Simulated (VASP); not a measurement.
# SnSe (wurtzite type) (P6_3mc) in VASP: further runs

Runs on SnSe (wurtzite type). Level: PBE. Tasks: single point.

All numbers are computed with VASP 6.6.1; they aren't measurements. Logs are shortened: lines on timing, memory, paths and dates and some standing lists are left out, and cuts for length are marked.

## (1) The cell of the first run

Symmetry: P6_3mc, No. 186, hexagonal system. Conventional cell: a = 5.113 Å, b = 5.113 Å, c = 6.146 Å, α = 90.00°, β = 90.00°, γ = 120.00°. Sn (site symmetry 3m) has 5 Se at 2.87 to 3.27 Å within 3.8 Å. Se (site symmetry 3m) has 5 Sn at 2.87 to 3.27 Å within 3.8 Å.

## (2) Single point, PBE

File INCAR:

```
SYSTEM = SnSe
ALGO = Normal
EDIFF = 1E-6
ENCUT = 520
GGA = PE
ISIF = 2
ISMEAR = -1
LASPH = .True.
LCHARG = .False.
LREAL = .False.
LWAVE = .False.
NBANDS = 28
NELM = 60
PREC = Accurate
SIGMA = 0.08
```

File KPOINTS:

```
k-points
0
Gamma
  9 9 5
  0 0 0
```

File POSCAR:

```
SnSe
1.0
    5.1130640770      0.0000000000      0.0000000000
   -2.5565320385      4.4280433819      0.0000000000
    0.0000000000      0.0000000000      6.1457617249
Sn Se
2 2
Direct
    0.3333333333      0.6666666667     -0.0458466306
    0.6666666667      0.3333333333      0.4541533694
    0.3333333333      0.6666666667      0.4218466306
    0.6666666667      0.3333333333      0.9218466306
```

Potentials or basis: VASP PAW PBE potentials, release 64 (Sn_d, Se).

Launch:

```bash
> cat potpaw_PBE.64/Sn_d/POTCAR potpaw_PBE.64/Se/POTCAR > POTCAR
> mpirun -np 1 vasp_std > vasp.out
```

OUTCAR:

```text
SYSTEM = SnSe
   EDIFF = 1E-6
   ENCUT = 520
   GGA = PE
   ISIF = 2
   ISMEAR = -1
   LASPH = .True.
   LREAL = .False.
   NELM = 60
   PREC = Accurate

 ion  position               nearest neighbor table
   1  0.333  0.667  0.954-   3 2.87   4 2.96   4 2.96   4 2.96   3 3.27
   2  0.667  0.333  0.454-   4 2.87   3 2.96   3 2.96   3 2.96   4 3.27
   3  0.333  0.667  0.422-   1 2.87   2 2.96   2 2.96   2 2.96   1 3.27
   4  0.667  0.333  0.922-   2 2.87   1 2.96   1 2.96   1 2.96   2 3.27

  LATTYP: Found a hexagonal cell.
 ALAT       =     5.1130640770
 C/A-ratio  =     1.2019723658

  Lattice vectors:

 A1 = (   5.1130640770,   0.0000000000,   0.0000000000)
 A2 = (  -2.5565320385,   4.4280433819,   0.0000000000)
 A3 = (   0.0000000000,   0.0000000000,   6.1457617249)

Analysis of symmetry for initial positions (statically):
=====================================================================
 Subroutine PRICEL returns:
 Original cell was already a primitive cell.

 Routine SETGRP: Setting up the symmetry group for a
 hexagonal supercell.

 Subroutine GETGRP returns: Found 12 space group operations
 (whereof  6 operations were pure point group operations)
 out of a pool of 24 trial point group operations.

The static configuration has the point symmetry C_3v.
 The point group associated with its full space group is C_6v.

Analysis of symmetry for dynamics (positions and initial velocities):
=====================================================================
 Subroutine PRICEL returns:
 Original cell was already a primitive cell.

 Routine SETGRP: Setting up the symmetry group for a
 hexagonal supercell.

 Subroutine GETGRP returns: Found 12 space group operations
 (whereof  6 operations were pure point group operations)
 out of a pool of 24 trial point group operations.

The dynamic configuration has the point symmetry C_3v.
 The point group associated with its full space group is C_6v.

 Subroutine INISYM returns: Found 12 space group operations
 (whereof  6 operations are pure point group operations),
 and found     1 'primitive' translations

----------------------------------------------------------------------------------------

                                     Primitive cell

  volume of cell :     139.1454

  direct lattice vectors                    reciprocal lattice vectors
     5.113064077  0.000000000  0.000000000     0.195577443  0.112916690  0.000000000
    -2.556532038  4.428043382  0.000000000     0.000000000  0.225833379  0.000000000
     0.000000000  0.000000000  6.145761725     0.000000000  0.000000000  0.162713760

  length of vectors
     5.113064077  5.113064077  6.145761725     0.225833379  0.225833379  0.162713760

  position of ions in fractional coordinates (direct lattice)
     0.333333333  0.666666667  0.954153369
     0.666666667  0.333333333  0.454153369
     0.333333333  0.666666667  0.421846631
     0.666666667  0.333333333  0.921846631

  ion indices of the primitive-cell ions
   primitive index   ion index
                 1           1
                 2           2
                 3           3
                 4           4

----------------------------------------------------------------------------------------

 KPOINTS: k-points

Automatic generation of k-mesh.
 Grid dimensions read from file:
 generate k-points for:    9    9    5

 Generating k-lattice:

  Cartesian coordinates                     Fractional coordinates (reciprocal lattice)
     0.021730827  0.012546299  0.000000000     0.111111111 -0.000000000  0.000000000
     0.000000000  0.025092598  0.000000000     0.000000000  0.111111111  0.000000000
     0.000000000  0.000000000  0.032542752     0.000000000  0.000000000  0.200000000

  Length of vectors
     0.025092598  0.025092598  0.032542752

  Shift w.r.t. Gamma in fractional coordinates (k-lattice)
     0.000000000  0.000000000  0.000000000

 Subroutine IBZKPT returns following result:
 ===========================================

 Found     36 irreducible k-points:

 Following reciprocal coordinates:
            Coordinates               Weight
  0.000000  0.000000  0.000000      1.000000
  0.111111 -0.000000  0.000000      6.000000
  0.222222  0.000000  0.000000      6.000000
  0.333333 -0.000000  0.000000      6.000000
  0.444444  0.000000  0.000000      6.000000
  0.111111  0.111111  0.000000      6.000000
[... 16 lines left out ...]
  0.333333  0.222222  0.200000     24.000000
  0.333333  0.333333  0.200000      4.000000
 [... further k-points ...]
   k-points           NKPTS =     36   k-points in BZ     NKDIM =     36   number of bands    NBANDS=     28
   number of dos      NEDOS =    301   number of ions     NIONS =      4
   total plane-waves  NPLWV =  76800
   dimension x,y,z NGX =    40 NGY =   40 NGZ =   48
   dimension x,y,z NGXF=    80 NGYF=   80 NGZF=   96
   ions per type =               2   2
   NGX,Y,Z   is equivalent  to a cutoff of  13.01, 13.01, 12.98 a.u.
   NGXF,Y,Z  is equivalent  to a cutoff of  26.01, 26.01, 25.97 a.u.
 SYSTEM =  SnSe
   PREC   = accura    normal or accurate (medium, high low for compatibility)
   ISTART =      0    job   : 0-new  1-cont  2-samecut
   ICHARG =      2    charge: 1-file 2-atom 10-const
   ISPIN  =      1    spin polarized calculation?
   LNONCOLLINEAR =      F non collinear calculations
   LSORBIT =      F    spin-orbit coupling
   LASPH  =      T    aspherical Exc in radial PAW
   ENCUT  =  520.0 eV  38.22 Ry    6.18 a.u.   9.51  9.51 11.43*2*pi/ulx,y,z
   NELM   =     60;   NELMIN=  2; NELMDL= -5     # of ELM steps
   EDIFF  = 0.1E-05   stopping-criterion for ELM
   LREAL  =      F    real-space projection
   EDIFFG = 0.1E-04   stopping-criterion for IOM
   NSW    =      0    number of steps for IOM
   IBRION =     -1    ionic relax: 0-MD 1-quasi-New 2-CG
   NFREE  =      0    steps in history (QN), initial steepest desc. (CG)
   ISIF   =      2    stress and relaxation
   ISYM   =      2    0-nonsym 1-usesym 2-fastsym
   POTIM  = 0.5000    time-step for ionic-motion
   TEBEG  =    0.0;   TEEND  =   0.0 temperature during run
   PSTRESS=    0.0 pullay stress
   NELECT =      40.0000    total number of electrons
   NUPDOWN=      -1.0000    fix difference up-down
   EMIN   =  10.00;   EMAX   =-10.00  energy-range for DOS
   EFERMI =   0.00;   METHOD = LEGACY
   ISMEAR =    -1;   SIGMA  =   0.08  broadening in eV -4-tet -1-fermi 0-gaus
   EFERMI_NEDOS =   21; number of points for ismear=-14 and -15
   IALGO  =     38    algorithm
   IMIX   =      4    mixing-type and parameters
     AMIX     =   0.40;   BMIX     =  1.00
     AMIX_MAG =   1.60;   BMIX_MAG =  1.00
  volume/ion in A,a.u.               =      34.79       234.75
  Fermi-wavevector in a.u.,A,eV,Ry     =   1.080451  2.041757 15.883103  1.167375
  Thomas-Fermi vector in A             =   2.216443
   LORBIT       =      0    0 simple, 1 ext, 2 COOP (PROOUT), +10 PAW based schemes
   GGA     = PE    functional components
   LHFCALC =     F    Hartree Fock is set to
   AEXX    =    0.0000 exact exchange contribution
   IVDW    =     0    specifies the selected vdW correction
   LEPSILON=     F    determine dielectric tensor
   LRPA    =     F    only Hartree local field effects (RPA)
 non-spin polarized calculation
  energy-cutoff  :      520.00
  volume of cell :      139.15
 maximum number of plane-waves:      3791
 NGX is ok and might be reduce to    40
   NGX = 19   NGY = 19   NGZ = 23

 number of electron      40.0000005 magnetization

 Free energy of the ion-electron system (eV)
  ---------------------------------------------------
  ext. energy  EPLUGINS =         0.00000000
  ---------------------------------------------------
  free energy    TOTEN  =       -16.05203881 eV

  energy without entropy =      -16.05175563  energy(sigma->0) =      -16.05189722

 E-fermi :   3.9233     XC(G=0):  -8.2270

 val. band max:        3.4769466755   @ k =   0.3333   0.3333   0.4000
 cond. band min:       4.5298620990   @ k =   0.1111   0.1111   0.0000
 fundamental gap:      1.0529154235
 Fermi energy:         3.9233025441

 k-point     1 :       0.0000    0.0000    0.0000
  band No.  band energies     occupation
      1     -18.1292      2.00000
      2     -18.1292      2.00000
      3     -18.1289      2.00000
      4     -18.1289      2.00000
      5     -18.1281      2.00000
      6     -18.1148      2.00000
[... 20 lines left out ...]
     27       9.0912      0.00000
     28       9.1780      0.00000

 k-point     2 :       0.1111   -0.0000    0.0000
  band No.  band energies     occupation
      1     -18.1322      2.00000
      2     -18.1293      2.00000
      3     -18.1292      2.00000
      4     -18.1281      2.00000
      5     -18.1246      2.00000
      6     -18.1150      2.00000
[... 20 lines left out ...]
     27       8.9331      0.00000
     28       9.0187      0.00000

 k-point     3 :       0.2222    0.0000    0.0000
  band No.  band energies     occupation
      1     -18.1348      2.00000
      2     -18.1300      2.00000
      3     -18.1289      2.00000
      4     -18.1269      2.00000
      5     -18.1205      2.00000
      6     -18.1156      2.00000
[... 20 lines left out ...]
     27       8.7361      0.00000
     28       9.3303      0.00000

 k-point     4 :       0.3333   -0.0000    0.0000
  band No.  band energies     occupation
      1     -18.1366      2.00000
      2     -18.1310      2.00000
      3     -18.1284      2.00000
      4     -18.1257      2.00000
      5     -18.1168      2.00000
      6     -18.1161      2.00000
[... 578 lines left out ...]
     27       8.4806      0.00000
     28       9.5097      0.00000

 k-point    23 :       0.3333    0.2222    0.2000
  band No.  band energies     occupation
      1     -18.1348      2.00000
      2     -18.1324      2.00000
      3     -18.1283      2.00000
      4     -18.1252      2.00000
      5     -18.1154      2.00000
      6     -18.1137      2.00000
[... 20 lines left out ...]
     27       8.5860      0.00000
     28       9.2935      0.00000

 k-point    24 :       0.3333    0.3333    0.2000
  band No.  band energies     occupation
      1     -18.1336      2.00000
      2     -18.1336      2.00000
      3     -18.1285      2.00000
      4     -18.1250      2.00000
      5     -18.1156      2.00000
      6     -18.1131      2.00000
[... 20 lines left out ...]
     27       8.7035      0.00000
     28       9.3990      0.00000

 [... further k-points ...]
[... 5 lines left out ...]
  --------------------------------------------------------------------------------------
  -------------------------------------------------------------------------------------
  Total       -0.0055603     -0.0055603      0.0067040      0.0000000      0.0000000      0.0000000
  in kB       -0.0640231     -0.0640231      0.0771921      0.0000000      0.0000000      0.0000000
  external PRESSURE =      -0.0169513 kB  Pullay stress =       0.0000000 kB

 VOLUME and BASIS-vectors are now :
 -----------------------------------------------------------------------------
  energy-cutoff  :      520.00
  volume of cell :      139.15
      direct lattice vectors                 reciprocal lattice vectors
     5.113064077  0.000000000  0.000000000     0.195577443  0.112916690  0.000000000
    -2.556532038  4.428043382  0.000000000     0.000000000  0.225833379  0.000000000
     0.000000000  0.000000000  6.145761725     0.000000000  0.000000000  0.162713760

 POSITION                                       TOTAL-FORCE (eV/Angst)
 -----------------------------------------------------------------------------------
     -0.00000      2.95203      5.86400         0.000000     -0.000000     -0.005400
      2.55653      1.47601      2.79112        -0.000000      0.000000     -0.005400
     -0.00000      2.95203      2.59257         0.000000     -0.000000      0.005400
      2.55653      1.47601      5.66545         0.000000     -0.000000      0.005400
 -----------------------------------------------------------------------------------
    total drift:                               -0.000000      0.000000      0.000173

  FREE ENERGIE OF THE ION-ELECTRON SYSTEM (eV)
  ---------------------------------------------------
  free  energy   TOTEN  =       -16.0520388141 eV

  energy  without entropy=      -16.0517556315  energy(sigma->0) =      -16.05189722
```

Wall time 60 s (1 thread of Intel Xeon 6975P-C (Granite Rapids), shared host); peak memory 0.33 GiB.

Results:

```yaml
Free_energy: -16.0520 eV
Pressure: 0.0 GPa
Largest_force: 0.005 eV/Å
Band_gap_on_the_k_mesh: 1.05 eV, indirect (least direct gap 1.17 eV)
```

Forces in eV/Å, atoms in the order of the input:
```
Sn   0.000  0.000 -0.005
Sn   0.000  0.000 -0.005
Se   0.000  0.000  0.005
Se   0.000  0.000  0.005
```

Levels at points of the mesh, in eV from the valence-band top:
```
           k point  band 16  band 17  band 18  band 19  band 20  band 21  band 22  band 23  band 24  band 25
(0.00, 0.00, 0.00)    -3.41    -3.41    -2.15    -2.15    -2.12     1.21     1.21     2.74     2.74     4.32
```

Caveat: spin-orbit coupling is left out, which moves the levels of the heavy elements. A k mesh can miss the band edges.

## (3) Single point, PBE

File INCAR:

```
SYSTEM = SnSe
PREC = Accurate ; ENCUT = 520
EDIFF = 1E-7 ; ISMEAR = -1
SIGMA = 0.08 ; LREAL = .FALSE.
LASPH = .TRUE. ; NELM = 60
ALGO = Normal ; ISIF = 2
LWAVE = .FALSE. ; LCHARG = .FALSE.
GGA = PE ; NBANDS = 28
```

File KPOINTS:

```
regular mesh
0
G
  9 9 5
  0 0 0
```

Changes to POSCAR since step 2:

```diff
@@ -4,3 +4,3 @@
    -2.5565320385      4.4280433819      0.0000000000
-    0.0000000000      0.0000000000      6.1457617249
+    0.0000000000      0.0000000000      6.1457617248
 Sn Se
```

Potentials or basis: VASP PAW PBE potentials, release 64 (Sn_d, Se).

Launch:

```bash
> cat potpaw_PBE.64/Sn_d/POTCAR potpaw_PBE.64/Se/POTCAR > POTCAR
> mpirun -np 1 vasp_std > vasp.out
```

Wall time 68 s (1 thread of Intel Xeon 6975P-C (Granite Rapids), shared host); peak memory 0.33 GiB.

The run converged. Its results:

| Property | Result |
| --- | --- |
| Free energy | -16.0520 eV |
| Pressure | 0.0 GPa |
| Largest force | 0.005 eV/Å |
| Band gap on the k mesh | 1.05 eV, indirect (least direct gap 1.17 eV) |

Forces on the atoms (eV/Å):
```
Sn   0.000  0.000 -0.005
Sn   0.000  0.000 -0.005
Se   0.000  0.000  0.005
Se   0.000  0.000  0.005
```

Levels at points of the mesh, in eV from the valence-band top:
```tsv
k point	band 18	band 19	band 20	band 21	band 22	band 23
(0.00, 0.00, 0.00)	-2.15	-2.15	-2.12	1.21	1.21	2.74
```

Caveat: spin-orbit coupling is left out, which moves the levels of the heavy elements.
